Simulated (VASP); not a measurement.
# BN (P6_3/mmc) in VASP: further runs, part 2 of 2

VASP 6.6.1. The steps go on from the part before.

### 5 Single point, HSE06

POSCAR reads:

```
BN
1.0
    2.4982400000      0.0000000000      0.0000000000
   -1.2491200000      2.1635393048      0.0000000000
    0.0000000000      0.0000000000      6.6357000000
N B
2 2
Direct
    0.6666666667      0.3333333333      0.2500000000
    0.3333333333      0.6666666667      0.7500000000
    0.6666666667      0.3333333333      0.7500000000
    0.3333333333      0.6666666667      0.2500000000
```

INCAR.step1 reads:

```
ALGO = Normal
EDIFF = 1E-5
ENCUT = 520
GGA = PE
ISIF = 2
ISMEAR = -1
LASPH = True
LCHARG = False
LREAL = False
LWAVE = True
NBANDS = 16
NELM = 80
PREC = Accurate
SIGMA = 0.05
```

INCAR.step2 reads:

```
ALGO = Normal
EDIFF = 1E-6
ENCUT = 520
GGA = PE
HFSCREEN = 0.2079
ISIF = 2
ISMEAR = -1
ISTART = 1
LASPH = True
LCHARG = False
LHFCALC = True
LREAL = False
LWAVE = False
NBANDS = 16
NELM = 80
PREC = Accurate
PRECFOCK = Normal
SIGMA = 0.05
```

KPOINTS reads:

```
k-points
0
Gamma
  6 6 2
```

Potentials or basis: VASP PAW PBE potentials, release 64 (N, B).

Command:

```bash
cat potpaw_PBE.64/N/POTCAR potpaw_PBE.64/B/POTCAR > POTCAR
cp INCAR.step1 INCAR
mpirun -np 1 vasp_std > vasp.out
cp INCAR.step2 INCAR
mpirun -np 1 vasp_std > vasp.out
```

OUTCAR:

```text
EDIFF = 1E-6
   ENCUT = 520
   GGA = PE
   HFSCREEN = 0.2079
   ISIF = 2
   ISMEAR = -1
   ISTART = 1
   LASPH = True
   LHFCALC = True
   LREAL = False
   NELM = 80
   PREC = Accurate
   PRECFOCK = Normal

 ion  position               nearest neighbor table
   1  0.667  0.333  0.250-   4 1.44   4 1.44   4 1.44
   2  0.333  0.667  0.750-   3 1.44   3 1.44   3 1.44
   3  0.667  0.333  0.750-   2 1.44   2 1.44   2 1.44
   4  0.333  0.667  0.250-   1 1.44   1 1.44   1 1.44

  LATTYP: Found a hexagonal cell.
 ALAT       =     2.4982400000
 C/A-ratio  =     2.6561499296

  Lattice vectors:

 A1 = (   2.4982400000,   0.0000000000,   0.0000000000)
 A2 = (  -1.2491200000,   2.1635393048,   0.0000000000)
 A3 = (   0.0000000000,   0.0000000000,   6.6357000000)

Analysis of symmetry for initial positions (statically):
=====================================================================
 Subroutine PRICEL returns:
 Original cell was already a primitive cell.

 Routine SETGRP: Setting up the symmetry group for a
 hexagonal supercell.

 Subroutine GETGRP returns: Found 24 space group operations
 (whereof 12 operations were pure point group operations)
 out of a pool of 24 trial point group operations.

The static configuration has the point symmetry D_3d.
 The point group associated with its full space group is D_6h.

Analysis of symmetry for dynamics (positions and initial velocities):
=====================================================================
 Subroutine PRICEL returns:
 Original cell was already a primitive cell.

 Routine SETGRP: Setting up the symmetry group for a
 hexagonal supercell.

 Subroutine GETGRP returns: Found 24 space group operations
 (whereof 12 operations were pure point group operations)
 out of a pool of 24 trial point group operations.

The dynamic configuration has the point symmetry D_3d.
[... 120 lines left out ...]
   PRECFOCK=normal    Normal, Fast or Accurate (Low or Medium for compatibility)
   ENCUT4O =  -1.0   cutoff for four orbital integrals eV
   NKREDX  =     1    reduce k-point grid by
   NKREDY  =     1    reduce k-point grid by
   NKREDZ  =     1    reduce k-point grid by
   AEXX    =    0.2500 exact exchange contribution
   HFSCREEN=    0.2079 screening length (either q_TF or 0.3 A-1)
   HFSCREENC=   0.2079 screening length for correlation (either q_TF or 0.3 A-1)
   ENCUTFOCK=  -1.0 apply spherical cutoff to Coloumb kernel
   IVDW    =     0    specifies the selected vdW correction
   LEPSILON=     F    determine dielectric tensor
   LRPA    =     F    only Hartree local field effects (RPA)
 non-spin polarized calculation
  energy-cutoff  :      520.00
  volume of cell :       35.87
 maximum number of plane-waves:       985
 NGX is ok and might be reduce to    20
  NGX = 14; NGY = 14; NGZ = 40

 number of electron      15.9999997 magnetization

 Free energy of the ion-electron system (eV)
  ---------------------------------------------------
  ext. energy  EPLUGINS =         0.00000000
  ---------------------------------------------------
  free energy    TOTEN  =       -40.78051649 eV

  energy without entropy =      -40.78051649  energy(sigma->0) =      -40.78051649

 E-fermi :   2.5762     XC(G=0):  -8.3353

 val. band max:        1.4932927308   @ k =   0.3333   0.3333   0.5000
 cond. band min:       7.0877180364   @ k =   0.5000   0.0000   0.0000
 fundamental gap:      5.5944253056
 Fermi energy:         2.5761544282

 k-point     1 :       0.0000    0.0000    0.0000
  band No.  band energies     occupation
      1     -18.1491      2.00000
      2     -17.8379      2.00000
      3      -5.3280      2.00000
      4      -3.0339      2.00000
      5      -0.0712      2.00000
      6      -0.0712      2.00000
[... 243 lines left out ...]
      3      -7.1852      2.00000
      4      -7.1852      2.00000
      5      -6.4715      2.00000
      6      -6.4715      2.00000
[... 8 lines left out ...]
     15      20.9384      0.00000
     16      20.9384      0.00000

------------------------ aborting loop because EDIFF is reached ----------------------------------------

  FORCE on cell =-STRESS in cart. coord.  units (eV):
  Direction    XX          YY          ZZ          XY          YZ          ZX
  --------------------------------------------------------------------------------------
  -------------------------------------------------------------------------------------
  Total       -0.1728269     -0.1728269      0.5157521      0.0000000      0.0000000      0.0000000
  in kB       -7.7203383     -7.7203383     23.0391200      0.0000000      0.0000000      0.0000000
  external PRESSURE =       2.5328145 kB  Pullay stress =       0.0000000 kB

 VOLUME and BASIS-vectors are now :
 -----------------------------------------------------------------------------
  energy-cutoff  :      520.00
  volume of cell :       35.87
      direct lattice vectors                 reciprocal lattice vectors
     2.498240000  0.000000000  0.000000000     0.400281798  0.231102804  0.000000000
    -1.249120000  2.163539305  0.000000000     0.000000000  0.462205608  0.000000000
     0.000000000  0.000000000  6.635700000     0.000000000  0.000000000  0.150700002

 POSITION                                       TOTAL-FORCE (eV/Angst)
 -----------------------------------------------------------------------------------
      1.24912      0.72118      1.65892        -0.000000     -0.000000     -0.000000
     -0.00000      1.44236      4.97677        -0.000000      0.000000     -0.000000
      1.24912      0.72118      4.97677        -0.000000     -0.000000      0.000000
     -0.00000      1.44236      1.65892         0.000000      0.000000      0.000000
 -----------------------------------------------------------------------------------
    total drift:                                0.000000     -0.000000      0.000000

  FREE ENERGIE OF THE ION-ELECTRON SYSTEM (eV)
  ---------------------------------------------------
  free  energy   TOTEN  =       -40.7805164921 eV

  energy  without entropy=      -40.7805164920  energy(sigma->0) =      -40.78051649
```

OUTCAR.step1:

```text
EDIFF = 1E-5
   ENCUT = 520
   GGA = PE
   ISIF = 2
[... 485 lines left out ...]
      1.24912      0.72118      1.65892         0.000000     -0.000000      0.000000
     -0.00000      1.44236      4.97677        -0.000000      0.000000      0.000000
      1.24912      0.72118      4.97677         0.000000     -0.000000      0.000000
     -0.00000      1.44236      1.65892        -0.000000      0.000000      0.000000
 -----------------------------------------------------------------------------------
    total drift:                                0.000000     -0.000000      0.000000

  FREE ENERGIE OF THE ION-ELECTRON SYSTEM (eV)
  ---------------------------------------------------
  free  energy   TOTEN  =       -35.1455287358 eV

  energy  without entropy=      -35.1455287358  energy(sigma->0) =      -35.14552874
```

OSZICAR.step1:

```text
N       E                     dE             d eps       ncg     rms          rms(c)
DAV:   1     0.470503001459E+02    0.47050E+02   -0.80509E+03   456   0.926E+02
DAV:   2    -0.356554592491E+02   -0.82706E+02   -0.74454E+02   608   0.218E+02
DAV:   3    -0.387329212870E+02   -0.30775E+01   -0.30603E+01   544   0.423E+01
DAV:   4    -0.387522316350E+02   -0.19310E-01   -0.19308E-01   600   0.365E+00
DAV:   5    -0.387524090465E+02   -0.17741E-03   -0.17741E-03   536   0.335E-01    0.113E+01
DAV:   6    -0.355116954983E+02    0.32407E+01   -0.51744E+00   568   0.176E+01    0.509E+00
DAV:   7    -0.352242538828E+02    0.28744E+00   -0.55950E-01   576   0.553E+00    0.318E+00
DAV:   8    -0.351489156012E+02    0.75338E-01   -0.23415E-01   544   0.323E+00    0.460E-01
DAV:   9    -0.351444844810E+02    0.44311E-02   -0.14356E-02   536   0.979E-01    0.199E-01
DAV:  10    -0.351454170740E+02   -0.93259E-03   -0.12703E-03   512   0.272E-01    0.345E-02
DAV:  11    -0.351455171853E+02   -0.10011E-03   -0.97544E-05   552   0.792E-02    0.261E-02
DAV:  12    -0.351455286098E+02   -0.11424E-04   -0.28924E-05   480   0.376E-02    0.272E-03
DAV:  13    -0.351455287358E+02   -0.12602E-06   -0.74318E-07   384   0.668E-03
   1 F= -.35145529E+02 E0= -.35145529E+02  d E =-.119587E-10
```

It took 8.6 min on 1 thread of AMD EPYC 7R13, shared host; peak memory 0.22 GiB.

Results:

```
Free energy            : -40.7805 eV
Pressure               : 0.3 GPa
Band gap on the k mesh : 5.59 eV (least direct gap 6.07 eV)
```

Stress tensor (GPa, compression positive):
```
-0.77  0.00  0.00
 0.00 -0.77  0.00
 0.00  0.00  2.30
```

Caveat: the k points lie up to 0.48 Å⁻¹ apart; the PAW data sets were made with another functional, which shifts forces and pressure a little; this functional lacks dispersion, which binds the layers, so the pressure and a relaxed spacing across them are unreliable. A k mesh can miss the band edges.

### 6 Overview

```tsv
task	level	cell	k mesh	cutoff (eV)	grid for exact exchange (PRECFOCK)	share of exact exchange	screening parameter	gap on the mesh (eV)	pressure (GPa)
single point	PBE-based screened hybrid with 20 % exact exchange	a = 2.498, b = 2.498, c = 6.636 Å, angles 90.0, 90.0, 120.0°, 4 atoms	6 × 6 × 2	520	Normal	0.2	0.2 1/Å	5.34	1.2
single point	PBE+D3(BJ)	a = 2.506, b = 2.506, c = 6.614 Å, angles 90.0, 90.0, 120.0°, 4 atoms	12 × 12 × 4	520	-	-	-	4.27	0.1
relaxation of cell and atoms	PBE+D3(BJ)	relaxed from a = 2.498, b = 2.498, c = 6.636 Å, angles 90.0, 90.0, 120.0°, 4 atoms	12 × 12 × 4	600	-	-	-	4.26	0.0
single point	HSE06	a = 2.498, b = 2.498, c = 6.636 Å, angles 90.0, 90.0, 120.0°, 4 atoms	6 × 6 × 2	520	Normal	0.25	0.2079 1/Å	5.59	0.3
```

Alike in all rows: potentials or basis VASP PAW PBE potentials, release 64 (N, B); no spin polarisation; smearing fermi-dirac 0.05 eV.

Caveats: some runs use coarse meshes; the PAW data sets were made with another functional, which shifts forces and pressure a little (at least some runs); this functional lacks dispersion, which binds the layers, so the pressure and a relaxed spacing across them are unreliable (at least some runs).

Absolute energies hang on the potentials; compare differences alone.
